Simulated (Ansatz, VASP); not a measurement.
**Two plane-wave programs on C**

```xyz
2
Lattice="0.0000 1.7857 1.7857 1.7857 0.0000 1.7857 1.7857 1.7857 0.0000" Properties=species:S:1:pos:R:3 pbc="T T T"
C     0.0000    0.0000    0.0000
C     0.8929    0.8929    0.8929
```

Alike in both runs: task single point; functional HSE06; k mesh 8 × 8 × 8; occupations gaussian, width 0.02 eV; no spin polarisation.

|  | VASP | Ansatz |
| --- | --- | --- |
| version | VASP 6.6.1 | Ansatz 0.2.0 |
| potentials or method | VASP PAW PBE potentials, release 64 (C), cutoff 520 eV | scalar-relativistic, plane waves, PAW |
| valence electrons in the cell | 8 | 8 |

|  | VASP | Ansatz | Ansatz less VASP |
| --- | --- | --- | --- |
| gap on the k mesh at the Fermi level (eV) | 5.27 | 5.28 | +0.009 |
| least direct gap on the mesh (eV) | 6.96 | 6.96 | +0.007 |
| pressure (GPa) | -9.1 | -9.9 | -0.84 |

Ansatz's warnings: stress exchange threshold loose, stress scf threshold loose.
